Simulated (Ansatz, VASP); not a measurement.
Ca: VASP beside Ansatz

INCAR

```
  PREC = Accurate
  ENCUT = 500
  EDIFF = 1E-6
  ISMEAR = 0
  SIGMA = 0.27211386245988
  LREAL = F
  LASPH = T
  NELM = 120
  ALGO = Normal
  ISIF = 2
  LWAVE = F
  LCHARG = F
  GGA = CA
  NBANDS = 11
  GGA_COMPAT = F
```

Contents of KPOINTS:

```
regular mesh
0
Gamma
  2 2 2
```

File POSCAR:

```
Ca
1.0
    3.4886563400      0.0000000000      0.0000000000
    0.0000000000      3.4886563400      0.0000000000
    0.0000000000      0.0000000000      3.4886563400
Ca
1
Direct
   -0.0157785326     -0.0038844015      0.0319561579
```

Input for Ansatz:

```yaml
crystal:
  lattice:
    - [3.48865634, 0.0, 0.0]
    - [0.0, 3.48865634, 0.0]
    - [0.0, 0.0, 3.48865634]
  atoms:
    - { symbol: Ca, position: [-0.0157785326, -0.0038844015, 0.0319561579] }
  symmetry: { detect: true }
basis:
  ecutwfc: 420
kpoints:
  mp_grid: { grid: [2, 2, 2] }
hamiltonian:
  xc: lda
scf:
  occupations: { method: gaussian, width: "0.02 Ry" }
  max_iter: 73
output:
  forces: true
  stress: true
  eigenvalues: true
```

Alike in both runs: task single point; functional LDA; k mesh 2 × 2 × 2; no spin polarisation.

|  | VASP | Ansatz |
| --- | --- | --- |
| version | VASP 6.6.1 | Ansatz 0.2.0 |
| potentials or method | VASP PAW LDA potentials, release 64 (Ca_sv), cutoff 500 eV | scalar-relativistic, plane waves, PAW |
| occupations | gaussian, width 0.272114 eV | gaussian |
| valence electrons in the cell | 10 | 10 |

```tsv
	VASP	Ansatz	Ansatz less VASP
gap on the k mesh at the Fermi level (eV)	none	none	-
pressure (GPa)	-1.4	-1.4	+0.06
```

LDA's correlation is that of Perdew and Zunger in VASP and of Perdew and Wang (1992) in Ansatz. A gap of «none» marks a metal or a gap that the smearing closes.

The k mesh is coarse, so the values compare programs but aren't converged.
